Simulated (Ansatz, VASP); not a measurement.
Two plane-wave programs on Ti

File INCAR:

```
SYSTEM = Ti
PREC     = Accurate       ! precision mode
ENCUT    = 500            ! plane-wave cutoff, eV
EDIFF    = 1E-6           ! SCF threshold, eV
ISMEAR   = 0              ! smearing method
SIGMA    = 0.15           ! smearing width, eV
LREAL    = .False.        ! projectors in reciprocal space
LASPH    = .True.         ! aspherical terms in the spheres
NELM     = 120            ! most SCF steps
ALGO     = Normal         ! electronic algorithm
ISIF     = 2              ! what is computed and relaxed
LWAVE    = .False.        ! write WAVECAR
LCHARG   = .True.         ! write CHGCAR
GGA      = PS             ! functional
LELF     = .True.         ! ELF
LVHAR    = .True.       
NBANDS   = 25             ! bands
GGA_COMPAT= .False.
```

Contents of KPOINTS:

```
regular mesh
0
Gamma
  12 12 18
  0 0 0
```

Contents of POSCAR:

```
Ti
1.0
    4.5152900513      0.1411028141      0.0000000000
   -2.1354464040      3.8398044828      0.0000000000
    0.0000000000      0.0000000000      2.7987936488
Ti
3
Direct
    0.0000000000      0.0000000000      0.0000000000
    0.3333333333      0.6666666667      0.5000000000
    0.6666666667      0.3333333333      0.5000000000
```

Input for Ansatz:

```yaml
crystal:
  lattice:
    - [4.5152900513, 0.1411028141, 0.0]
    - [-2.135446404, 3.8398044828, 0.0]
    - [0.0, 0.0, 2.7987936488]
  atoms:
    - { symbol: Ti, position: [0.0, 0.0, 0.0] }
    - { symbol: Ti, position: [0.3333333333, 0.6666666667, 0.5] }
    - { symbol: Ti, position: [0.6666666667, 0.3333333333, 0.5] }
basis:
  ecutwfc: 420
kpoints:
  mp_grid: { grid: [12, 12, 18] }
hamiltonian:
  xc: pbesol
scf:
  occupations: { method: gaussian, width: 0.15 }
output:
  forces: true
  stress: true
  eigenvalues: true
  write_density: true
  write_potential: true
  elf: true
  volumetric_format: npy
```

Change from the starting cell: strain +0.0625 x Voigt [0, 0, 0, 0, 0, 1], atoms carried along.

Alike in both runs: task single point; functional PBEsol; k mesh 12 × 12 × 18; occupations gaussian, width 0.15 eV; no spin polarisation.

|  | VASP | Ansatz |
| --- | --- | --- |
| version | VASP 6.6.1 | Ansatz 0.2.0 |
| potentials or method | VASP PAW PBE potentials, release 64 (Ti_sv), cutoff 500 eV | scalar-relativistic, plane waves, PAW |
| valence electrons in the cell | 36 | 36 |

Ansatz gave:

```
gap on the k mesh at the Fermi level (eV)                     : none
pressure (GPa)                                                : 0.2
traceless stress, the component that is largest in VASP (GPa) : -3.56
rms of the force components (eV/Å)                            : 0.029
```

Estimate VASP's values.

gap on the k mesh at the Fermi level (eV): none; pressure (GPa): -0.1; traceless stress, the component that is largest in VASP (GPa): -3.55; rms of the force components (eV/Å): 0.027.

VASP's potentials were made for PBE, not for PBEsol. Atom by atom the forces differ by 0.003 eV/Å (rms over components). A gap of «none» marks a metal or a gap that the smearing closes. With one functional, cell and mesh, what is left measures potentials, basis and numerics.
